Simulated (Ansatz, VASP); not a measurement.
One calculation of Cs, two programs

Contents of INCAR:

```
PREC = Accurate
ENCUT = 520
EDIFF = 1E-6
ISMEAR = -1
SIGMA = 0.08
LREAL = False
LASPH = True
NELM = 100
ALGO = Normal
ISIF = 2
LWAVE = False
LCHARG = False
NBANDS = 10
```

The input KPOINTS:

```
regular mesh
0
Gamma
  8 8 8
```

The input POSCAR:

```
Cs
1.0
    0.0000000000      3.9874307156      3.9874307156
    3.9874307156      0.0000000000      3.9874307156
    3.9874307156      3.9874307156      0.0000000000
Cs
1
Direct
    0.0000000000      0.0000000000      0.0000000000
```

Input for Ansatz:

```yaml
crystal:
  lattice:
    - [0.0, 3.9874307156, 3.9874307156]
    - [3.9874307156, 0.0, 3.9874307156]
    - [3.9874307156, 3.9874307156, 0.0]
  atoms:
    - { symbol: Cs, position: [0.0, 0.0, 0.0] }
kpoints:
  mp_grid: { grid: [8, 8, 8] }
scf:
  occupations: { method: fermi_dirac, width: 0.08 }
hamiltonian:
  xc: lda
  pseudopotentials: { kind: all_electron, lapw: { basis_error: 0.00025 } }
output:
  forces: true
  stress: true
  eigenvalues: true
```

Change from the starting cell: volume scaled by 1.03.

Alike in both runs: task single point; functional LDA; k mesh 8 × 8 × 8; occupations fermi-dirac, width 0.08 eV; no spin polarisation.

|  | VASP | Ansatz |
| --- | --- | --- |
| version | VASP 6.6.1 | Ansatz 0.2.0 |
| potentials or method | VASP PAW LDA potentials, release 64 (Cs_sv), cutoff 520 eV | all-electron LAPW, scalar-relativistic |

|  | VASP | Ansatz | Ansatz less VASP |
| --- | --- | --- | --- |
| pressure (GPa) | -0.4 | -0.4 | +0.01 |

LDA's correlation is that of Perdew and Zunger in VASP and of Perdew and Wang (1992) in Ansatz. Ansatz ran all-electron here, and VASP with PAW potentials.

Spin-orbit coupling is off throughout.
